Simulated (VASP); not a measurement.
## C3BrN: relaxation of cell and atoms with PBE

The system is C3BrN.

```xyz
5
Lattice="4.5218 0.0000 0.0000 0.0000 4.5218 0.0000 0.0000 0.0000 4.5218" Properties=species:S:1:pos:R:3 pbc="T T T"
C     0.0000    2.2609    2.2609
C     2.2609    0.0000    2.2609
C     2.2609    2.2609    0.0000
Br    0.0000    0.0000    0.0000
N     2.2609    2.2609    2.2609
```

```yaml
Program: VASP 6.6.1
Task: relaxation of cell and atoms
Functional: PBE
Potentials_or_basis: VASP PAW PBE potentials, release 64 (C, Br, N)
Cutoff: 600 eV
k_mesh: 4 × 4 × 4
Occupations: gaussian, width 0.1 eV
Spin: collinear spin, ferromagnetic start
Starting_moments: "[0.58, 0.58, 0.58, 0.0, 0.55] μB"
Dipole_correction: no
Further_INCAR_settings: ALGO = Normal; EDIFF = 1e-06; IBRION = 2; EDIFFG = -0.04; NSW = 90; ISIF = 3
```

```json
{
  "Relaxed volume": "9.88 Å³/atom",
  "Relaxed cell": "a = 3.669 Å, b = 3.669 Å, c = 3.669 Å, α = 90.00°, β = 90.00°, γ = 90.00°",
  "Space group after relaxing (to 0.1 Å)": "Pm-3m (No. 221)",
  "Energy gained by relaxing": "699.9 meV/atom",
  "Ionic steps": "7",
  "Pressure after relaxing": "-0.3 GPa",
  "Net moment": "1.38 μB per cell",
  "Site moments": "C +0.20; Br +0.11; N +0.15 μB",
  "Valence electrons inside the program's atomic spheres": "C 2.08; Br 4.65; N 3.43"
}
```

Step by step:
```tsv
step	energy change (eV)	largest force (eV/Å)	pressure (GPa)	volume (Å³)
1	0.0000	0.0000	-16.28	92.46
2	-2.3183	0.0000	-14.45	69.53
3	-3.2312	0.0000	-8.51	57.21
4	-2.2477	0.0000	46.50	37.11
5	-3.4512	0.0000	-4.81	52.28
6	-3.4892	0.0000	2.65	47.95
7	-3.4993	0.0000	-0.26	49.38
```

Final structure:
```
C Br N
1.0
     3.66863    0.00000    0.00000
     0.00000    3.66863    0.00000
     0.00000    0.00000    3.66863
C Br N
3 1 1
Direct
  0.00000 0.50000 0.50000
  0.50000 0.00000 0.50000
  0.50000 0.50000 0.00000
  0.00000 0.00000 0.00000
  0.50000 0.50000 0.50000
```

Levels at points of the mesh, in eV from the Fermi level:
Spin up:
| k point | band 9 | band 10 | band 11 | band 12 | band 13 | band 14 | band 15 | band 16 |
| --- | --- | --- | --- | --- | --- | --- | --- | --- |
| (0.00, 0.00, 0.00) | -4.13 | -4.13 | -4.13 | 0.05 | 0.05 | 0.05 | 3.03 | 3.03 |
| (0.50, 0.00, 0.00) | -5.19 | -1.65 | -1.22 | -0.30 | -0.23 | -0.23 | 1.19 | 1.19 |
| (0.50, 0.50, 0.00) | -3.79 | -3.37 | -1.75 | -1.75 | 0.09 | 0.09 | 1.48 | 2.21 |
| (0.50, 0.50, 0.50) | 0.59 | 0.59 | 0.59 | 1.56 | 1.56 | 2.30 | 2.30 | 2.30 |
Spin down:
```
           k point  band 8  band 9  band 10  band 11  band 12  band 13  band 14  band 15
(0.00, 0.00, 0.00)   -4.95   -3.91    -3.91    -3.91     0.74     0.74     0.74     3.59
(0.50, 0.00, 0.00)   -4.93   -4.93    -1.09    -0.94     0.31     0.38     0.38     1.71
(0.50, 0.50, 0.00)   -4.45   -3.65    -2.84    -1.16    -1.16     0.64     0.64     1.68
(0.50, 0.50, 0.50)   -7.89    1.06     1.06     1.06     1.76     1.76     2.72     2.72
```

Wall time 3.3 min on 1 thread of Intel(R) Xeon(R) Platinum 8559C (Emerald Rapids), with other jobs on the host, peak memory 0.27 GiB.

Caveat: the volume moved by over 15 % at a fixed basis, so the end points are rough.
